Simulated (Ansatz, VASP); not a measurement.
Si3Ge: VASP beside Ansatz

```xyz
8
Lattice="-3.8379 0.0000 0.0000 0.0000 -0.0003 -6.3423 0.0000 -6.6401 -0.0003" Properties=species:S:1:pos:R:3 pbc="T T T"
Ge    0.0000   -4.4538    0.0169
Ge    0.0000   -2.1863   -0.8163
Si   -1.9189   -1.0828    0.0113
Si   -1.9189   -5.5393   -3.1623
Si    0.0000   -2.2074   -3.2070
Si    0.0000   -4.4330   -3.9347
Si   -1.9189   -1.1012   -3.9793
Si   -1.9189   -5.5573   -0.8108
```

Alike in both runs: functional LDA; k mesh 10 × 6 × 6; occupations gaussian, width 0.01 eV; no spin polarisation.

Ansatz relaxed the structure, and its values are those at the end. VASP's run is a single point on that final structure, the one shown.

```csv
,VASP,Ansatz
version,VASP 6.6.1,Ansatz 0.2.0
potentials or method,"VASP PAW LDA potentials, release 64 (Ge_d, Si), cutoff 500 eV","scalar-relativistic, plane waves, PAW"
valence electrons in the cell,52,52
```

VASP gave:

| Item | Value |
| --- | --- |
| gap on the k mesh at the Fermi level (eV) | 0.09 |
| least direct gap on the mesh (eV) | 0.31 |
| pressure (GPa) | 0.1 |
| rms of the force components (eV/Å) | 0.003 |

Question: Estimate Ansatz's values.

Answer: gap on the k mesh at the Fermi level (eV): 0.09; least direct gap on the mesh (eV): 0.31; pressure (GPa): 0.0; rms of the force components (eV/Å): 0.001.

Ansatz warns that its potentials were made for another functional, while VASP's fit it. LDA's correlation is that of Perdew and Zunger in VASP and of Perdew and Wang (1992) in Ansatz.
